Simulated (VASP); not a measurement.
# H2CO in VASP: notebook

Runs on H2CO. Level: PBE. Tasks: single point.

All numbers are computed with VASP 6.6.1; they aren't measurements. Logs are shortened: lines on timing, memory, paths and dates and some standing lists are left out, and cuts for length are marked.

**1. The cell of the first run**

The cell holds an amorphous packing of atoms, 32 atoms: a = 8.593 Å, b = 8.593 Å, c = 8.593 Å, α = 90.00°, β = 90.00°, γ = 90.00°.

**2. Single point, PBE**

INCAR

```
PREC     = Accurate       # precision mode
ENCUT    = 520            # plane-wave cutoff, eV
EDIFF    = 1E-6           # SCF threshold, eV
ISMEAR   = -1             # smearing method
SIGMA    = 0.05           # smearing width, eV
LREAL    = Auto         
LASPH    = T              # aspherical terms in the spheres
NELM     = 120            # most SCF steps
ALGO     = Normal         # electronic algorithm
ISIF     = 2              # what is computed and relaxed
LWAVE    = F              # write WAVECAR
LCHARG   = F              # write CHGCAR
GGA      = PE             # functional
NBANDS   = 70             # bands
GGA_COMPAT= F
```

KPOINTS

```
Automatic mesh
0
Gamma
  1 1 1
```

POSCAR

```
H2CO
1.0
    8.5925300000      0.0000000000      0.0000000000
    0.0000000000      8.5925300000      0.0000000000
    0.0000000000      0.0000000000      8.5925300000
O C H
8 8 16
Direct
    0.3058626153      0.4643112398      0.8647064703
    0.9667524158      0.9617802695      0.1027383706
    0.9686360649      0.4621631653      0.2210915245
    0.6924458219      0.3547808850      0.7613114170
    0.5531993854      0.0785554368      0.2386215456
    0.5709494722      0.5741600001      0.2664793372
    0.1502431710     -0.0070599927      0.6176146761
    0.7026685117      0.8841163241      0.6785558106
    0.3047028059      0.5278527162      0.7388444074
    0.9405636421      0.8230263904      0.0959556852
    0.9930121479      0.3276708776      0.1870752372
    0.6896491812      0.2951053136      0.6328699522
    0.5566109543      0.1082798845      0.1006941781
    0.5779414731      0.5461150835      0.1287371736
    0.0950345724      0.0333637752      0.7406433526
    0.6732277971      0.8128310615      0.5597412955
    0.3048010228      0.6572879798      0.7269717930
    0.3037081083      0.4606275845      0.6276210866
    0.9758457295      0.7507742759     -0.0063503887
    0.8777558424      0.7597886864      0.1906439665
    1.0100071368      0.2898673487      0.0640346993
    1.0011493288      0.2326731268      0.2760884446
    0.6851171383      0.3674877053      0.5250256942
    0.6917382879      0.1662055087      0.6177619526
    0.6659308943      0.1018411514      0.0308947678
    0.4507020574      0.1455350901      0.0349692659
    0.5996402908      0.6376155514      0.0389302349
    0.5621986925      0.4268395844      0.0801792589
    0.0146261708      0.1350239256      0.7508070883
    0.1211985375     -0.0283130198      0.8520407338
    0.6489485047      0.8735852876      0.4479479819
    0.6686083252      0.6832083829      0.5584890867
```

Potentials or basis: VASP PAW PBE potentials, release 64 (O, C, H).

Command:

```
$ cat potpaw_PBE.64/O/POTCAR potpaw_PBE.64/C/POTCAR potpaw_PBE.64/H/POTCAR > POTCAR
$ mpirun -np 1 vasp_gam > vasp.out
```

OUTCAR:

```text
PREC = Accurate
   ENCUT = 520
   EDIFF = 1E-6
   ISMEAR = -1
   LREAL = Auto
   LASPH = T
   NELM = 120
   ISIF = 2
   GGA = PE

 ion  position               nearest neighbor table
   1  0.306  0.464  0.865-   9 1.21
   2  0.967  0.962  0.103-  10 1.21
   3  0.969  0.462  0.221-  11 1.21
   4  0.692  0.355  0.761-  12 1.22
   5  0.553  0.079  0.239-  13 1.21
   6  0.571  0.574  0.266-  14 1.21
   7  0.150  0.993  0.618-  15 1.21
   8  0.703  0.884  0.679-  16 1.22
   9  0.305  0.528  0.739-  18 1.12  17 1.12   1 1.21
  10  0.941  0.823  0.096-  20 1.12  19 1.12   2 1.21
  11  0.993  0.328  0.187-  21 1.12  22 1.12   3 1.21
  12  0.690  0.295  0.633-  24 1.12  23 1.12   4 1.22
  13  0.557  0.108  0.101-  25 1.12  26 1.12   5 1.21
  14  0.578  0.546  0.129-  28 1.11  27 1.12   6 1.21
  15  0.095  0.033  0.741-  30 1.12  29 1.12   7 1.21
  16  0.673  0.813  0.560-  31 1.11  32 1.11   8 1.22
  17  0.305  0.657  0.727-   9 1.12
  18  0.304  0.461  0.628-   9 1.12
  19  0.976  0.751  0.994-  10 1.12
  20  0.878  0.760  0.191-  10 1.12
  21  0.010  0.290  0.064-  11 1.12
  22  0.001  0.233  0.276-  11 1.12
[... 8 lines left out ...]
  31  0.649  0.874  0.448-  16 1.11
  32  0.669  0.683  0.558-  16 1.11

  LATTYP: Found a simple cubic cell.
 ALAT       =     8.5925300000

  Lattice vectors:

 A1 = (   8.5925300000,   0.0000000000,   0.0000000000)
 A2 = (   0.0000000000,   8.5925300000,   0.0000000000)
 A3 = (   0.0000000000,   0.0000000000,   8.5925300000)

Analysis of symmetry for initial positions (statically):
=====================================================================
 Subroutine PRICEL returns:
 Original cell was already a primitive cell.

 Routine SETGRP: Setting up the symmetry group for a
 simple cubic supercell.

 Subroutine GETGRP returns: Found  1 space group operations
 (whereof  1 operations were pure point group operations)
 out of a pool of 48 trial point group operations.

The static configuration has the point symmetry C_1 .

Analysis of symmetry for dynamics (positions and initial velocities):
=====================================================================
 Subroutine PRICEL returns:
 Original cell was already a primitive cell.

 Routine SETGRP: Setting up the symmetry group for a
 simple cubic supercell.

 Subroutine GETGRP returns: Found  1 space group operations
 (whereof  1 operations were pure point group operations)
 out of a pool of 48 trial point group operations.
[... 140 lines left out ...]
   NSW    =      0    number of steps for IOM
   IBRION =     -1    ionic relax: 0-MD 1-quasi-New 2-CG
   NFREE  =      0    steps in history (QN), initial steepest desc. (CG)
   ISIF   =      2    stress and relaxation
   ISYM   =      2    0-nonsym 1-usesym 2-fastsym
   POTIM  = 0.5000    time-step for ionic-motion
   TEBEG  =    0.0;   TEEND  =   0.0 temperature during run
   PSTRESS=    0.0 pullay stress
   NELECT =      96.0000    total number of electrons
   NUPDOWN=      -1.0000    fix difference up-down
   EMIN   =  10.00;   EMAX   =-10.00  energy-range for DOS
   EFERMI =   0.00;   METHOD = LEGACY
   ISMEAR =    -1;   SIGMA  =   0.05  broadening in eV -4-tet -1-fermi 0-gaus
   EFERMI_NEDOS =   21; number of points for ismear=-14 and -15
   IALGO  =     38    algorithm
   IMIX   =      4    mixing-type and parameters
     AMIX     =   0.40;   BMIX     =  1.00
     AMIX_MAG =   1.60;   BMIX_MAG =  1.00
  volume/ion in A,a.u.               =      19.82       133.79
  Fermi-wavevector in a.u.,A,eV,Ry     =   0.872390  1.648579 10.354917  0.761065
  Thomas-Fermi vector in A             =   1.991633
   LORBIT       =      0    0 simple, 1 ext, 2 COOP (PROOUT), +10 PAW based schemes
   GGA     = PE    functional components
   LHFCALC =     F    Hartree Fock is set to
   AEXX    =    0.0000 exact exchange contribution
   IVDW    =     0    specifies the selected vdW correction
   LEPSILON=     F    determine dielectric tensor
   LRPA    =     F    only Hartree local field effects (RPA)
 non-spin polarized calculation
  energy-cutoff  :      520.00
  volume of cell :      634.40
 maximum number of plane-waves:      8536
 NGX is ok and might be reduce to    64
   NGX = 31   NGY = 31   NGZ = 31

 number of electron      95.9999992 magnetization

 Free energy of the ion-electron system (eV)
  ---------------------------------------------------
  ext. energy  EPLUGINS =         0.00000000
  ---------------------------------------------------
  free energy    TOTEN  =      -178.09151194 eV

  energy without entropy =     -178.09151194  energy(sigma->0) =     -178.09151194

 E-fermi :  -2.6001     XC(G=0):  -5.2069

 val. band max:       -3.8381637813   @ k =   0.0000   0.0000   0.0000
 cond. band min:      -0.7679214607   @ k =   0.0000   0.0000   0.0000
 fundamental gap:      3.0702423206
 Fermi energy:        -2.6001046111

 k-point     1 :       0.0000    0.0000    0.0000
  band No.  band energies     occupation
      1     -24.6960      2.00000
      2     -24.5878      2.00000
      3     -24.5607      2.00000
      4     -24.4669      2.00000
      5     -24.4533      2.00000
      6     -24.4463      2.00000
[... 52 lines left out ...]
     59       2.4478      0.00000
     60       2.5162      0.00000
 [bands above 60 left out]

------------------------ aborting loop because EDIFF is reached ----------------------------------------

  FORCE on cell =-STRESS in cart. coord.  units (eV):
  Direction    XX          YY          ZZ          XY          YZ          ZX
  --------------------------------------------------------------------------------------
  -------------------------------------------------------------------------------------
  Total       -0.5386962      0.1996439      1.1158798      0.0147678      0.8582899     -0.4446590
  in kB       -1.3604773      0.5042008      2.8181548      0.0372962      2.1676114     -1.1229863
  external PRESSURE =       0.6539594 kB  Pullay stress =       0.0000000 kB

 VOLUME and BASIS-vectors are now :
 -----------------------------------------------------------------------------
  energy-cutoff  :      520.00
  volume of cell :      634.40
      direct lattice vectors                 reciprocal lattice vectors
     8.592530000  0.000000000  0.000000000     0.116380158  0.000000000  0.000000000
     0.000000000  8.592530000  0.000000000     0.000000000  0.116380158  0.000000000
     0.000000000  0.000000000  8.592530000     0.000000000  0.000000000  0.116380158

 POSITION                                       TOTAL-FORCE (eV/Angst)
 -----------------------------------------------------------------------------------
      2.62813      3.98961      7.43002        -0.016116     -0.242795      0.460267
      8.30685      8.26413      0.88278         0.106308      0.270517     -0.050363
      8.32303      3.97115      1.89974        -0.166078      0.597883      0.199863
      5.94986      3.04847      6.54159        -0.005617      0.131190      0.326804
      4.75338      0.67499      2.05036        -0.014279     -0.104379      0.406265
      4.90590      4.93349      2.28973         0.005146      0.131115      0.517290
[... 24 lines left out ...]
      5.57611      7.50631      3.84901        -0.003246     -0.045832     -0.018350
      5.74504      5.87049      4.79883         0.001301     -0.014878     -0.051256
 -----------------------------------------------------------------------------------
    total drift:                               -0.000155     -0.034063      0.007289

  FREE ENERGIE OF THE ION-ELECTRON SYSTEM (eV)
  ---------------------------------------------------
  free  energy   TOTEN  =      -178.0915119413 eV

  energy  without entropy=     -178.0915119412  energy(sigma->0) =     -178.09151194
```

Run time: 78 s. Hardware: 1 thread of Intel Xeon Platinum 8259CL at 2.50GHz (Skylake/Cascade Lake), shared host; peak memory 0.53 GiB.

What came out:

* Free energy: -178.0915 eV
* Pressure: 0.1 GPa
* Largest force: 0.814 eV/Å
* Band gap on the k mesh: 3.07 eV

Forces on the atoms (eV/Å):
```
O   -0.016 -0.243  0.460
O    0.106  0.271 -0.050
O   -0.166  0.598  0.200
O   -0.006  0.131  0.327
O   -0.014 -0.104  0.406
O    0.005  0.131  0.517
O    0.207 -0.157 -0.540
O    0.078  0.188  0.284
C    0.021  0.256 -0.482
C   -0.247 -0.391  0.081
C    0.222 -0.780 -0.071
C    0.017 -0.120 -0.315
C    0.051  0.160 -0.500
C   -0.027 -0.152 -0.662
C   -0.161  0.111  0.565
C   -0.079 -0.115 -0.212
H   -0.001 -0.017 -0.007
H   -0.013  0.007  0.029
H    0.029  0.037  0.071
H    0.107  0.056 -0.097
H   -0.025  0.006 -0.003
H   -0.020  0.167 -0.101
H   -0.020 -0.023 -0.024
H   -0.006  0.009  0.002
H    0.000 -0.028  0.028
H   -0.022 -0.030  0.059
H    0.015  0.064  0.077
H    0.003 -0.030  0.064
H   -0.004 -0.009 -0.013
H   -0.032  0.068 -0.027
H   -0.003 -0.046 -0.018
H    0.001 -0.015 -0.051
```

Levels at points of the mesh, in eV from the valence-band top:
| k point | band 46 | band 47 | band 48 | band 49 | band 50 | band 51 |
| --- | --- | --- | --- | --- | --- | --- |
| (0.00, 0.00, 0.00) | -0.14 | -0.01 | 0.00 | 3.07 | 3.21 | 3.26 |

Caveat: the k points lie up to 0.73 Å⁻¹ apart.

**3. Single point, PBE**

INCAR

```
PREC = Accurate ; ENCUT = 520
EDIFF = 1E-6 ; ISMEAR = -1
SIGMA = 0.05 ; LREAL = Auto
LASPH = True ; NELM = 120
ALGO = Normal ; ISIF = 2
LWAVE = False ; LCHARG = False
GGA = PE ; NBANDS = 70
GGA_COMPAT = False
```

KPOINTS

```
regular mesh
0
Gamma
  1 1 1
```

POSCAR

```
H2CO
1.0
    8.5925300000      0.0000000000      0.0000000000
    0.0000000000      8.5925300000      0.0000000000
    0.0000000000      0.0000000000      8.5925300000
O C H
8 8 16
Direct
    0.2980495849      0.4090413417      0.8396712028
    0.9757079696      0.9762665944      0.0684082569
    0.9314485955      0.4155935446      0.2618669938
    0.6507745681      0.4269056960      0.7092090455
    0.6145570629      0.0983645096      0.2417681405
    0.5791542188      0.5637105719      0.2526147712
    0.1910962196      0.0287458991      0.6650427755
    0.7425519608      0.8638899137      0.7313096376
    0.3109095924      0.4763556252      0.7160638368
    0.9430516972      0.8402647416      0.0840031981
    1.0030456687      0.3008892608      0.2245904291
    0.7003408775      0.3939933873      0.5771175661
    0.5596721804      0.0286062429      0.1346751190
    0.5064166200      0.5180080838      0.1355363321
    0.1273548070      0.0965838932      0.7711582037
    0.6680686596      0.8173262124      0.6183743321
    0.3814476062      0.5751507414      0.7023193402
    0.2578169643      0.4262423291      0.6095294401
    1.0181052612      0.7479403622      0.0350886177
    0.8444427893      0.7972040831      0.1575670961
    1.0470140925      0.2881572715      0.1041020514
    1.0240988393      0.1856379902      0.2978517387
    0.7172392764      0.4665680539      0.4760646748
    0.7164129773      0.2669993587      0.5517583296
    0.5143770228      0.0829208627      0.0275122694
    0.5497216769     -0.0994002930      0.1313117324
    0.3981365209      0.5733701250      0.0887631466
    0.5597070944      0.4199810766      0.0703168915
   -0.0022810511      0.1237586601      0.7697034517
    0.1820302053      0.1295078399      0.8761912964
    0.7303204062      0.7461713837      0.5196024919
    0.5344991522      0.8160227546      0.6135561936
```

Potentials or basis: VASP PAW PBE potentials, release 64 (O, C, H).

Command:

```
$ cat potpaw_PBE.64/O/POTCAR potpaw_PBE.64/C/POTCAR potpaw_PBE.64/H/POTCAR > POTCAR
$ mpirun -np 1 vasp_gam > vasp.out
```

Run time: 72 s. Hardware: 1 thread of Intel Xeon Platinum 8259CL at 2.50GHz (Skylake/Cascade Lake), shared host; peak memory 0.53 GiB.

It converged, with:

```
Free energy            : -177.4225 eV
Pressure               : -0.1 GPa
Largest force          : 2.909 eV/Å
Band gap on the k mesh : 2.87 eV
```

Forces on the atoms (eV/Å):
```
O   -0.254 -0.005  0.603
O   -0.050  0.688 -0.116
O   -0.211  0.506  0.789
O    0.718  0.516 -1.606
O    0.623  0.941  1.322
O   -1.490 -0.117 -1.339
O    0.353 -0.130 -0.378
O   -0.785  0.025 -0.967
C   -0.742 -1.923 -0.214
C    0.067 -0.712  0.568
C    0.336 -2.146 -0.187
C   -1.091 -1.873  1.940
C   -0.617 -0.930 -1.327
C    1.737  0.317  1.318
C   -1.963 -0.343 -0.856
C    0.576 -1.450  0.231
H    1.056  1.868 -0.160
H   -0.178  0.107 -0.199
H    0.045 -0.248 -0.273
H   -0.041  0.205 -0.189
H    0.281  0.034 -0.208
H   -0.351  1.631 -0.353
H    0.154  1.135 -0.338
H    0.293  0.164 -0.081
H   -0.094  0.523 -0.262
H    0.068 -0.522  0.256
H    0.180 -0.105  0.268
H   -0.444 -0.057 -0.244
H    0.496 -0.049 -0.216
H    1.129  0.462  1.449
H   -0.697  1.064  0.804
H    0.894  0.423 -0.030
```

Stress tensor (GPa, compression positive):
```
-0.54  0.39 -0.07
 0.39  0.55  0.13
-0.07  0.13 -0.37
```

Levels at points of the mesh, in eV from the valence-band top:
| k point | band 46 | band 47 | band 48 | band 49 | band 50 | band 51 |
| --- | --- | --- | --- | --- | --- | --- |
| (0.00, 0.00, 0.00) | -0.29 | -0.15 | 0.00 | 2.87 | 3.00 | 3.05 |

Caveat: the k points lie up to 0.73 Å⁻¹ apart.
